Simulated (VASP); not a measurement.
Mo: single point with PBEsol

Crystal: Mo.

```
CELL_PARAMETERS angstrom
2.62609 0.00000 0.00000
-1.31304 2.36902 0.00000
0.00000 0.00000 2.55518
ATOMIC_POSITIONS crystal
Mo 0.00000 0.00000 0.50000
```

This cell differs from its parent crystal: strain -0.0400 x Voigt [1, 0, 0, 0, 0, 0].

- Program: VASP 6.6.1
- Task: single point
- Functional: PBEsol
- Potentials or basis: VASP PAW PBE potentials, release 64 (Mo_sv)
- Cutoff: 520 eV
- k mesh: 18 × 18 × 18
- Occupations: gaussian, width 0.15 eV
- Spin: no spin polarisation
- Dipole correction: no
- Further INCAR settings: ALGO = Fast; EDIFF = 1e-07; NBANDS = 13

| Item | Value |
| --- | --- |
| Pressure | 6.7 GPa |
| Band gap on the k mesh | zero (band 7 reaches 13.06 eV, above the bottom of band 8 at 11.11 eV) |

Stress tensor (GPa, compression positive):
```
11.75  0.00  0.00
 0.00 12.74  0.00
 0.00  0.00 -4.28
```

Levels at points of the mesh, in eV from the Fermi level:
| k point | band 5 | band 6 | band 7 | band 8 | band 9 | band 10 |
| --- | --- | --- | --- | --- | --- | --- |
| (0.00, 0.00, 0.00) | -7.01 | -4.57 | -1.49 | -0.53 | 4.14 | 4.34 |
| (0.50, 0.00, 0.00) | -5.31 | -3.09 | 0.63 | 1.34 | 3.37 | 4.80 |
| (0.00, 0.50, 0.00) | -5.22 | -3.30 | 0.70 | 0.89 | 3.69 | 4.67 |
| (0.00, 0.00, 0.50) | -4.02 | -0.68 | -0.16 | 0.23 | 0.85 | 1.16 |
| (0.50, 0.00, 0.50) | -5.69 | -3.83 | -0.54 | 5.09 | 6.35 | 6.46 |
| (0.00, 0.50, 0.50) | -5.71 | -3.81 | -0.04 | 5.00 | 6.12 | 6.24 |

Run time: 2.5 min on 1 thread of Intel(R) Xeon(R) Platinum 8259CL CPU @ 2.50GHz (Skylake/Cascade Lake), on a shared host, peak memory 0.27 GiB.

Caveat: the cell differs from its parent crystal (strain -0.0400 x Voigt [1, 0, 0, 0, 0, 0]); the PAW data sets were made with another functional, which shifts forces and pressure a little.
